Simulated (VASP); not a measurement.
Wanted: the native input for a VASP 6.6.1 run.

```
Task                   : single point
Functional             : PBEsol
Potentials or basis    : VASP PAW PBE potentials, release 64 (W_sv, S)
Cutoff                 : 500 eV
k mesh                 : 8 × 8 × 1
Occupations            : methfessel-paxton, width 0.1 eV
Spin                   : no spin polarisation
Dipole correction      : no
Further INCAR settings : ALGO = Normal; EDIFF = 1e-06; NBANDS = 35
```

The structure of WS2 lies in POSCAR:

```
WS2
1.0
    3.0504181624      0.0000000000      0.0000000000
   -1.5252086020      2.6417387971      0.0000000000
    0.0000000000      0.0000000000     22.6813962061
W S
2 4
Direct
    0.3333333333      0.6666666667      0.6373180000
    0.6666666667      0.3333333333      0.3626820000
    0.3333333333      0.6666666667      0.2968160000
    0.6666666667      0.3333333333      0.5714420000
    0.3333333333      0.6666666667      0.4285580000
    0.6666666667      0.3333333333      0.7031840000
```

These files were run (other wordings do the same):

INCAR

```
  PREC = Accurate
  ENCUT = 500
  EDIFF = 1E-6
  ISMEAR = 1
  SIGMA = 0.1
  LREAL = F
  LASPH = T
  NELM = 120
  ALGO = Normal
  ISIF = 2
  LWAVE = F
  LCHARG = F
  GGA = PS
  NBANDS = 35
  GGA_COMPAT = F
```

KPOINTS

```
regular mesh
0
Gamma
  8 8 1
```

Potentials or basis: VASP PAW PBE potentials, release 64 (W_sv, S).

The run is started by

```bash
$ cat potpaw_PBE.64/W_sv/POTCAR potpaw_PBE.64/S/POTCAR > POTCAR
$ mpirun -np 1 vasp_std > vasp.out
```

Results of the run:

The largest force is 2.657 eV/Å. The band gap on the k mesh is 1.78 eV (least direct gap 2.62 eV).

Caveat: the PAW data sets were made with another functional, which shifts forces and pressure a little; spin-orbit coupling is left out, which moves the levels of the heavy elements.

It took 3.3 min on 1 thread of Intel Xeon 8259CL (shared host), peak memory 0.31 GiB.
